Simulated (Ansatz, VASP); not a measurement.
# Two plane-wave programs on BN

The input POSCAR:

```
BN
1.0
    0.0000000000      1.7458259350      1.7458259350
    1.7458259350      0.0000000000      1.7458259350
    1.7458259350      1.7458259350      0.0000000000
B N
1 1
Direct
    0.0000000000      0.0000000000      0.0000000000
    0.5000000000      0.5000000000      0.5000000000
```

File INCAR.step1:

```
SYSTEM = BN
ALGO     = Normal         ! electronic algorithm
EDIFF    = 1E-5           ! SCF threshold, eV
ENCUT    = 520            ! plane-wave cutoff, eV
GGA      = PE             ! functional
ISIF     = 2              ! what is computed and relaxed
ISMEAR   = 0              ! smearing method
LASPH    = .True.         ! aspherical terms in the spheres
LCHARG   = .False.        ! write CHGCAR
LREAL    = .False.        ! projectors in reciprocal space
LWAVE    = .True.         ! write WAVECAR
NBANDS   = 11             ! bands
NELM     = 80             ! most SCF steps
PREC     = Accurate       ! precision mode
SIGMA    = 0.01           ! smearing width, eV
```

INCAR.step2

```
SYSTEM = BN
ALGO     = Normal         ! electronic algorithm
EDIFF    = 1E-6           ! SCF threshold, eV
ENCUT    = 520            ! plane-wave cutoff, eV
GGA      = PE             ! functional
HFSCREEN = 0.2079         ! screening, 1/A
ISIF     = 2              ! what is computed and relaxed
ISMEAR   = 0              ! smearing method
ISTART   = 1            
LASPH    = .True.         ! aspherical terms in the spheres
LCHARG   = .False.        ! write CHGCAR
LHFCALC  = .True.         ! exact exchange
LREAL    = .False.        ! projectors in reciprocal space
LWAVE    = .False.        ! write WAVECAR
NBANDS   = 11             ! bands
NELM     = 80             ! most SCF steps
PREC     = Accurate       ! precision mode
PRECFOCK = Normal       
SIGMA    = 0.01           ! smearing width, eV
```

KPOINTS

```
k-points
0
Gamma
  6 6 6
  0 0 0
```

Input for Ansatz:

```yaml
crystal:
  lattice:
    - [0.0, 1.745825935, 1.745825935]
    - [1.745825935, 0.0, 1.745825935]
    - [1.745825935, 1.745825935, 0.0]
  atoms:
    - { symbol: B, position: [0.0, 0.0, 0.0] }
    - { symbol: "N", position: [0.5, 0.5, 0.5] }
kpoints:
  mp_grid: { grid: [6, 6, 6] }
hamiltonian:
  xc: hse06
scf:
  occupations: { method: fixed }
  n_extra_bands: 4
output:
  forces: true
  stress: true
  eigenvalues: true
```

Alike in both runs: task single point; functional HSE06; k mesh 6 × 6 × 6; no spin polarisation.

|  | VASP | Ansatz |
| --- | --- | --- |
| version | VASP 6.6.1 | Ansatz 0.2.0 |
| potentials or method | VASP PAW PBE potentials, release 64 (B, N) | plane waves, PAW |
| plane-wave cutoff (eV) | 520 | 420 |
| occupations | gaussian, width 0.01 eV | fixed |
| valence electrons in the cell | 8 | 8 |

Ansatz gave:

* gap on the k mesh at the Fermi level (eV): 2.18
* pressure (GPa): -8.4

Task: What did VASP give for the same quantities?

Result: gap on the k mesh at the Fermi level (eV): 2.17; pressure (GPa): -8.2.

Ansatz's warnings: stress exchange threshold loose, stress scf threshold loose.

The k mesh is coarse, so the values compare programs but aren't converged.
